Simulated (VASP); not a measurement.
Set up this calculation in VASP 6.6.1, as the native input.

```yaml
Task: single point
Functional: PBEsol
Potentials_or_basis: VASP PAW PBE potentials, release 64 (Zn, O)
Cutoff: 600 eV
k_mesh: 5 × 5 × 3
Occupations: gaussian, width 0.01 eV
Spin: no spin polarisation
Dipole_correction: no
Further_INCAR_settings: ALGO = Normal; EDIFF = 1e-06; NBANDS = 26
```

The structure of ZnO lies in POSCAR:

```
ZnO
1.0
    3.2493100000      0.0000000000      0.0000000000
   -1.6246550000      2.8139850048      0.0000000000
    0.0000000000      0.0000000000      5.2057100000
Zn O
2 2
Direct
    0.3333333333      0.6666666667      0.5000000000
    0.6666666667      0.3333333333      0.0000000000
    0.6666666667      0.3333333333      0.3790100000
    0.3333333333      0.6666666667      0.8790100000
```

One way to write it, as run:

INCAR

```
SYSTEM = ZnO
PREC     = Accurate       ! precision mode
ENCUT    = 600            ! plane-wave cutoff, eV
EDIFF    = 1E-6           ! SCF threshold, eV
ISMEAR   = 0              ! smearing method
SIGMA    = 0.01           ! smearing width, eV
LREAL    = .FALSE.        ! projectors in reciprocal space
LASPH    = .TRUE.         ! aspherical terms in the spheres
NELM     = 120            ! most SCF steps
ALGO     = Normal         ! electronic algorithm
ISIF     = 2              ! what is computed and relaxed
LWAVE    = .FALSE.        ! write WAVECAR
LCHARG   = .TRUE.         ! write CHGCAR
GGA      = PS             ! functional
LELF     = .TRUE.         ! ELF
LVHAR    = .TRUE.       
NBANDS   = 26             ! bands
GGA_COMPAT= .FALSE.
```

KPOINTS

```
Automatic mesh
0
G
  5 5 3
  0 0 0
```

Potentials or basis: VASP PAW PBE potentials, release 64 (Zn, O).

Run with:

```bash
$ cat potpaw_PBE.64/Zn/POTCAR potpaw_PBE.64/O/POTCAR > POTCAR
$ mpirun -np 1 vasp_std > vasp.out
```

It gave:

* Pressure: -0.8 GPa
* Largest force: 0.065 eV/Å
* Band gap on the k mesh: 0.68 eV

Caveat: the k points lie up to 0.45 Å⁻¹ apart; semilocal functionals underestimate gaps, and a narrow one can read as zero; the PAW data sets were made with another functional, which shifts forces and pressure a little.

Wall time 32 s on 1 thread of Intel Xeon 8259CL, with other jobs on the host, peak memory 0.17 GiB.
